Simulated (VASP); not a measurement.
# Cd (P6_3/mmc) in VASP: a series of runs

Cd is run at these levels: PBEsol; tasks: electric field gradients.

All numbers are computed with VASP 6.6.1; they aren't measurements. Logs are shortened: lines on timing, memory, paths and dates and some standing lists are left out, and cuts for length are marked.

## Step 1: The cell of the first run

Symmetry: P6_3/mmc, No. 194, hexagonal system. Conventional cell: a = 2.979 Å, b = 2.979 Å, c = 5.618 Å, α = 90.00°, β = 90.00°, γ = 120.00°. Within 3.9 Å of Cd (site symmetry -6m2) lie 12 Cd at 2.98 to 3.29 Å.

## Step 2: Electric field gradients, PBEsol

Contents of INCAR:

```
PREC     = Accurate       # precision mode
ENCUT    = 400            # plane-wave cutoff, eV
EDIFF    = 1E-8           # SCF threshold, eV
ISMEAR   = -1             # smearing method
SIGMA    = 0.05           # smearing width, eV
LREAL    = F              # projectors in reciprocal space
LASPH    = T              # aspherical terms in the spheres
NELM     = 120            # most SCF steps
ALGO     = Normal         # electronic algorithm
ISIF     = 2              # what is computed and relaxed
LWAVE    = F              # write WAVECAR
LCHARG   = F              # write CHGCAR
GGA      = PS             # functional
LEFG     = T            
NBANDS   = 58             # bands
GGA_COMPAT= F
```

Contents of KPOINTS:

```
Automatic mesh
0
Gamma
  4 4 4
```

Contents of POSCAR:

```
Cd
1.0
   -4.4683050000      2.5797770946      5.6176500000
    4.4683050000     -2.5797770946      5.6176500000
    1.4894350000      2.5797770946     -5.6176500000
Cd
8
Direct
    0.4583333334      0.2916666666      0.5000000000
    0.9583333334      0.7916666666      0.5000000000
    0.9583333334      0.2916666666      0.0000000000
    0.4583333334      0.7916666666      0.0000000000
    0.5416666666      0.7083333334      0.5000000000
    0.0416666667      0.2083333334      0.5000000000
    0.0416666667      0.7083333334      0.0000000000
    0.5416666666      0.2083333334      0.0000000000
```

Potentials or basis: VASP PAW PBE potentials, release 64 (Cd).

Run with:

```
$ cat potpaw_PBE.64/Cd/POTCAR > POTCAR
$ mpirun -np 1 vasp_std > vasp.out
```

OUTCAR:

```text
PREC = Accurate
   ENCUT = 400
   EDIFF = 1E-8
   ISMEAR = -1
   LREAL = F
   LASPH = T
   NELM = 120
   ISIF = 2
   GGA = PS

 ion  position               nearest neighbor table
   1  0.458  0.292  0.500-   4 2.98   4 2.98   2 2.98   3 2.98   3 2.98   2 2.98   7 3.29   8 3.29
                             8 3.29   6 3.29   7 3.29   5 3.29
   2  0.958  0.792  0.500-   3 2.98   3 2.98   4 2.98   1 2.98   4 2.98   1 2.98   7 3.29   8 3.29
                             8 3.29   7 3.29   5 3.29   6 3.29
   3  0.958  0.292  0.000-   2 2.98   2 2.98   4 2.98   1 2.98   1 2.98   4 2.98   6 3.29   5 3.29
                             5 3.29   6 3.29   8 3.29   7 3.29
   4  0.458  0.792  0.000-   1 2.98   1 2.98   2 2.98   3 2.98   2 2.98   3 2.98   6 3.29   5 3.29
                             5 3.29   7 3.29   6 3.29   8 3.29
   5  0.542  0.708  0.500-   7 2.98   8 2.98   8 2.98   6 2.98   6 2.98   7 2.98   3 3.29   4 3.29
                             4 3.29   3 3.29   2 3.29   1 3.29
   6  0.042  0.208  0.500-   8 2.98   7 2.98   7 2.98   5 2.98   5 2.98   8 2.98   4 3.29   3 3.29
                             1 3.29   3 3.29   4 3.29   2 3.29
   7  0.042  0.708  0.000-   5 2.98   6 2.98   6 2.98   8 2.98   8 2.98   5 2.98   1 3.29   2 3.29
                             4 3.29   2 3.29   1 3.29   3 3.29
   8  0.542  0.208  0.000-   6 2.98   5 2.98   5 2.98   7 2.98   7 2.98   6 2.98   2 3.29   1 3.29
                             1 3.29   2 3.29   3 3.29   4 3.29

  LATTYP: Found a face centered orthorhombic cell.
 ALAT       =     5.9577400000
 B/A-ratio  =     1.7320508076
 C/A-ratio  =     1.8858325472

  Lattice vectors:

 A1 = (  -4.4683050000,   2.5797770946,   5.6176500000)
 A2 = (   1.4894350000,   2.5797770946,   5.6176500000)
 A3 = (  -2.9788700000,   5.1595541892,   0.0000000000)

Analysis of symmetry for initial positions (statically):
=====================================================================
 Subroutine PRICEL returns following result:

  LATTYP: Found a hexagonal cell.
 ALAT       =     2.9788700000
 C/A-ratio  =     1.8858325472

  Lattice vectors:

 A1 = (   1.4894350000,   2.5797770946,   0.0000000000)
 A2 = (   1.4894350000,  -2.5797770946,   0.0000000000)
 A3 = (  -0.0000000000,   0.0000000000,  -5.6176500000)

   4 primitive cells build up your supercell.

 Routine SETGRP: Setting up the symmetry group for a
 face centered orthorhombic supercell.

 Subroutine GETGRP returns: Found  8 space group operations
 (whereof  4 operations were pure point group operations)
 out of a pool of  8 trial point group operations.

The static configuration has the point symmetry C_2h.
 The point group associated with its full space group is D_2h.

Analysis of symmetry for dynamics (positions and initial velocities):
=====================================================================
 Subroutine PRICEL returns following result:

  LATTYP: Found a hexagonal cell.
 ALAT       =     2.9788700000
 C/A-ratio  =     1.8858325472

  Lattice vectors:

 A1 = (   1.4894350000,   2.5797770946,   0.0000000000)
 A2 = (   1.4894350000,  -2.5797770946,   0.0000000000)
 A3 = (  -0.0000000000,   0.0000000000,  -5.6176500000)

   4 primitive cells build up your supercell.

 Routine SETGRP: Setting up the symmetry group for a
 face centered orthorhombic supercell.

 Subroutine GETGRP returns: Found  8 space group operations
 (whereof  4 operations were pure point group operations)
 out of a pool of  8 trial point group operations.

The dynamic configuration has the point symmetry C_2h.
 The point group associated with its full space group is D_2h.

 Subroutine INISYM returns: Found  8 space group operations
 (whereof  4 operations are pure point group operations),
 and found     4 'primitive' translations

----------------------------------------------------------------------------------------

                                     Primitive cell

  volume of cell :      43.1706

  direct lattice vectors                    reciprocal lattice vectors
     1.489435000  2.579777095  0.000000000     0.335697765  0.193815195 -0.000000000
     1.489435000 -2.579777095  0.000000000     0.335697765 -0.193815195 -0.000000000
    -0.000000000  0.000000000 -5.617650000     0.000000000  0.000000000 -0.178010378

  length of vectors
     2.978870000  2.978870000  5.617650000     0.387630390  0.387630390  0.178010378

  position of ions in fractional coordinates (direct lattice)
     0.333333333  0.666666666  0.750000000
     0.666666667  0.333333333  0.250000000

[... 53 lines left out ...]
   total plane-waves  NPLWV = 105000
   dimension x,y,z NGX =    50 NGY =   50 NGZ =   42
   dimension x,y,z NGXF=   100 NGYF=  100 NGZF=   84
   ions per type =               8
   NGX,Y,Z   is equivalent  to a cutoff of  10.90, 10.90, 10.98 a.u.
   NGXF,Y,Z  is equivalent  to a cutoff of  21.80, 21.80, 21.96 a.u.
 SYSTEM =  unknown system
   PREC   = accura    normal or accurate (medium, high low for compatibility)
   ISTART =      0    job   : 0-new  1-cont  2-samecut
   ICHARG =      2    charge: 1-file 2-atom 10-const
   ISPIN  =      1    spin polarized calculation?
   LNONCOLLINEAR =      F non collinear calculations
   LSORBIT =      F    spin-orbit coupling
   LASPH  =      T    aspherical Exc in radial PAW
   ENCUT  =  400.0 eV  29.40 Ry    5.42 a.u.  12.44 12.44 10.37*2*pi/ulx,y,z
   NELM   =    120;   NELMIN=  2; NELMDL= -5     # of ELM steps
   EDIFF  = 0.1E-07   stopping-criterion for ELM
   LREAL  =      F    real-space projection
   EDIFFG = 0.1E-06   stopping-criterion for IOM
   NSW    =      0    number of steps for IOM
   IBRION =     -1    ionic relax: 0-MD 1-quasi-New 2-CG
   NFREE  =      0    steps in history (QN), initial steepest desc. (CG)
   ISIF   =      2    stress and relaxation
   ISYM   =      2    0-nonsym 1-usesym 2-fastsym
   POTIM  = 0.5000    time-step for ionic-motion
   TEBEG  =    0.0;   TEEND  =   0.0 temperature during run
   PSTRESS=    0.0 pullay stress
   NELECT =      96.0000    total number of electrons
   NUPDOWN=      -1.0000    fix difference up-down
   EMIN   =  10.00;   EMAX   =-10.00  energy-range for DOS
   EFERMI =   0.00;   METHOD = LEGACY
   ISMEAR =    -1;   SIGMA  =   0.05  broadening in eV -4-tet -1-fermi 0-gaus
   EFERMI_NEDOS =   21; number of points for ismear=-14 and -15
   IALGO  =     38    algorithm
   IMIX   =      4    mixing-type and parameters
     AMIX     =   0.40;   BMIX     =  1.00
     AMIX_MAG =   1.60;   BMIX_MAG =  1.00
  volume/ion in A,a.u.               =      21.59       145.66
  Fermi-wavevector in a.u.,A,eV,Ry     =   1.346116  2.543790 24.654136  1.812028
  Thomas-Fermi vector in A             =   2.473974
   LORBIT       =      0    0 simple, 1 ext, 2 COOP (PROOUT), +10 PAW based schemes
   GGA     = PS    functional components
   LHFCALC =     F    Hartree Fock is set to
   AEXX    =    0.0000 exact exchange contribution
   IVDW    =     0    specifies the selected vdW correction
   LEPSILON=     F    determine dielectric tensor
   LRPA    =     F    only Hartree local field effects (RPA)
 non-spin polarized calculation
  energy-cutoff  :      400.00
  volume of cell :      172.68
 maximum number of plane-waves:      3158
 NGX is ok and might be reduce to    50
   NGX = 25   NGY = 25   NGZ = 21

 number of electron      95.9999985 magnetization

 Free energy of the ion-electron system (eV)
  ---------------------------------------------------
  ext. energy  EPLUGINS =         0.00000000
  ---------------------------------------------------
  free energy    TOTEN  =        -9.49292772 eV

  energy without entropy =       -9.45477834  energy(sigma->0) =       -9.47385303

 E-fermi :   2.6588     XC(G=0): -11.2104

 val. band max:        2.6465209806   @ k =  -0.2500   0.5000   0.2500
 cond. band min:       2.6931999486   @ k =   0.5000   0.2500   0.0000
 fundamental gap:      0.0466789680
 Fermi energy:         2.6588103144

 k-point     1 :       0.0000    0.0000    0.0000
  band No.  band energies     occupation
      1      -7.1865      2.00000
      2      -7.0773      2.00000
      3      -7.0773      2.00000
      4      -7.0773      2.00000
      5      -7.0773      2.00000
      6      -7.0474      2.00000
[... 1087 lines left out ...]
     57       6.4896      0.00000
     58       6.4896      0.00000

------------------------ aborting loop because EDIFF is reached ----------------------------------------

  FORCE on cell =-STRESS in cart. coord.  units (eV):
  Direction    XX          YY          ZZ          XY          YZ          ZX
  --------------------------------------------------------------------------------------
  -------------------------------------------------------------------------------------
  Total       -1.9020468     -1.6711111     -2.6228955      0.1999961      0.0000000      0.0000000
  in kB      -17.6475076    -15.5048481    -24.3356624      1.8555976      0.0000000      0.0000000
  external PRESSURE =     -19.1626727 kB  Pullay stress =       0.0000000 kB

 VOLUME and BASIS-vectors are now :
 -----------------------------------------------------------------------------
  energy-cutoff  :      400.00
  volume of cell :      172.68
      direct lattice vectors                 reciprocal lattice vectors
    -4.468305000  2.579777095  5.617650000     0.000000000  0.193815195  0.089005189
     4.468305000 -2.579777095  5.617650000     0.167848882  0.096907597  0.089005189
     1.489435000  2.579777095 -5.617650000     0.167848882  0.290722792  0.000000000

 POSITION                                       TOTAL-FORCE (eV/Angst)
 -----------------------------------------------------------------------------------
     -0.00000      1.71985      1.40441         0.002697     -0.001557      0.000000
     -0.00000      1.71985      7.02206         0.002697     -0.001557     -0.000000
     -2.97887      1.71985      7.02206         0.002697     -0.001557      0.000000
      1.48943     -0.85993      7.02206         0.002697     -0.001557      0.000000
      1.48944      0.85993      4.21324        -0.002697      0.001557     -0.000000
      1.48944      0.85993     -1.40441        -0.002697      0.001557     -0.000000
      2.97887     -1.71985      4.21324        -0.002697      0.001557      0.000000
     -1.48943      0.85993      4.21324        -0.002697      0.001557     -0.000000
 -----------------------------------------------------------------------------------
    total drift:                               -0.000000      0.000000     -0.000001

  FREE ENERGIE OF THE ION-ELECTRON SYSTEM (eV)
  ---------------------------------------------------
  free  energy   TOTEN  =        -9.4929277224 eV

  energy  without entropy=       -9.4547783433  energy(sigma->0) =       -9.47385303

 Electric field gradients (V/A^2)
---------------------------------------------------------------------
 ion       V_xx      V_yy      V_zz      V_xy      V_xz      V_yz
---------------------------------------------------------------------
   1     -37.345   -38.101    75.446    -0.654    -0.001    -0.001
   2     -37.345   -38.101    75.446    -0.654    -0.001    -0.001
   3     -37.345   -38.101    75.446    -0.654    -0.001    -0.001
   4     -37.345   -38.101    75.446    -0.654    -0.001    -0.001
   5     -37.345   -38.101    75.446    -0.654    -0.001    -0.001
   6     -37.345   -38.101    75.446    -0.654    -0.001    -0.001
   7     -37.345   -38.101    75.446    -0.654    -0.001    -0.001
   8     -37.345   -38.101    75.446    -0.654    -0.001    -0.001
---------------------------------------------------------------------

 Electric field gradients after diagonalization (V/A^2)
 (convention: |V_zz| > |V_xx| > |V_yy|)
----------------------------------------------------------------------
 ion       V_xx      V_yy      V_zz     asymmetry (V_yy - V_xx)/ V_zz
----------------------------------------------------------------------
   1     -38.479   -36.967    75.446       0.020
   2     -38.479   -36.967    75.446       0.020
   3     -38.479   -36.967    75.446       0.020
   4     -38.479   -36.967    75.446       0.020
   5     -38.479   -36.967    75.446       0.020
   6     -38.479   -36.967    75.446       0.020
   7     -38.479   -36.967    75.446       0.020
   8     -38.479   -36.967    75.446       0.020
----------------------------------------------------------------------

           NMR quadrupolar parameters

 Cq : quadrupolar parameter    Cq=e*Q*V_zz/h
 eta: asymmetry parameters     (V_yy - V_xx)/ V_zz
 Q  : nuclear electric quadrupole moment in mb (millibarn)
----------------------------------------------------------------------
 ion       Cq(MHz)       eta       Q (mb)
----------------------------------------------------------------------
   1       0.182       0.020       1.000
   2       0.182       0.020       1.000
   3       0.182       0.020       1.000
   4       0.182       0.020       1.000
   5       0.182       0.020       1.000
   6       0.182       0.020       1.000
   7       0.182       0.020       1.000
   8       0.182       0.020       1.000
----------------------------------------------------------------------
```

Wall time 3.2 min (1 thread of Oxide Virtual Turin-like, shared host); peak memory 0.31 GiB.

What came out:

| Property | Result |
| --- | --- |
| Free energy | -9.4929 eV |
| Pressure | -1.9 GPa |
| Largest force | 0.003 eV/Å |
| Band gap on the k mesh | zero (bands 48 and 49 overlap by 2.46 eV) |
| Largest electric field gradient by atom | Cd +75.4 V/Å² |

Forces on the atoms (eV/Å):
```
Cd   0.003 -0.002  0.000
Cd   0.003 -0.002  0.000
Cd   0.003 -0.002  0.000
Cd   0.003 -0.002  0.000
Cd  -0.003  0.002  0.000
Cd  -0.003  0.002  0.000
Cd  -0.003  0.002  0.000
Cd  -0.003  0.002  0.000
```

Levels at points of the mesh, in eV from the Fermi level:
```csv
k point,band 46,band 47,band 48,band 49,band 50,band 51
"(0.00, 0.00, 0.00)",-1.43,-1.43,-1.43,-1.43,0.20,0.20
"(0.50, 0.00, 0.00)",-3.23,-0.62,-0.62,1.75,1.75,2.95
"(0.50, 0.50, 0.00)",-2.25,-1.86,-1.86,-0.79,-0.79,3.92
"(0.00, 0.00, 0.50)",-3.55,1.03,1.03,2.56,2.56,2.62
"(0.50, 0.50, 0.50)",-1.73,-1.43,-1.43,0.20,0.20,2.09
```

Electric field gradients, principal values (V/Å²):
| atom | least | middle | greatest (by size) |
| --- | --- | --- | --- |
| 1 Cd | -36.967 | -38.479 | 75.446 |
| 2 Cd | -36.967 | -38.479 | 75.446 |
| 3 Cd | -36.967 | -38.479 | 75.446 |
| 4 Cd | -36.967 | -38.479 | 75.446 |
| 5 Cd | -36.967 | -38.479 | 75.446 |
| 6 Cd | -36.967 | -38.479 | 75.446 |
| 7 Cd | -36.967 | -38.479 | 75.446 |
| 8 Cd | -36.967 | -38.479 | 75.446 |

Caveat: without QUAD_EFG the Cq values of the log hold for a quadrupole moment of 1 mb, not for the nuclei; the PAW data sets were made with another functional, which shifts forces and pressure a little.

[end of part 1 of 2]

The gap in the log of VASP goes by the Fermi energy; the results here count the filled bands.